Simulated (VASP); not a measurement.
Wanted: the native input for a VASP 6.6.1 run.

| Quantity | Value |
| --- | --- |
| Task | dielectric tensor |
| Functional | PBE |
| Potentials or basis | VASP PAW PBE potentials, release 64 (Sr_sv, O) |
| Cutoff | 520 eV |
| k mesh | 6 × 6 × 6 |
| Occupations | gaussian, width 0.01 eV |
| Spin | no spin polarisation |
| Dipole correction | no |
| Further INCAR settings | ALGO = Normal; EDIFF = 1e-08 |

The structure of SrO lies in POSCAR:

```
SrO
1.0
    3.1028650670      0.0000000000      0.0000000000
    0.0000000000      3.1028650670      0.0000000000
    0.0000000000      0.0000000000      3.1028650670
Sr O
1 1
Direct
    0.0000000000      0.0000000000      0.0000000000
    0.5000000000      0.5000000000      0.5000000000
```

One way to write it, as run:

INCAR

```
  ALGO = Normal
  EDIFF = 1E-8
  ENCUT = 520
  GGA = PE
  ISIF = 2
  ISMEAR = 0
  LASPH = T
  LCHARG = F
  LEPSILON = T
  LREAL = F
  LWAVE = F
  NELM = 100
  PREC = Accurate
  SIGMA = 0.01
```

KPOINTS

```
k-points
0
Gamma
  6 6 6
```

Potentials or basis: VASP PAW PBE potentials, release 64 (Sr_sv, O).

Launch:

```sh
$ cat potpaw_PBE.64/Sr_sv/POTCAR potpaw_PBE.64/O/POTCAR > POTCAR
$ mpirun -np 1 vasp_std > vasp.out
```

Results of the run:

* Band gap on the k mesh: 2.75 eV, indirect (least direct gap 2.81 eV)
* Electronic dielectric tensor (diagonal): 4.55
* Born charges (mean of the diagonal): Sr +2.63; O -2.63 e

It took 2.4 min on 1 thread of Intel Xeon 8259CL, with other jobs on the host, peak memory 0.18 GiB.
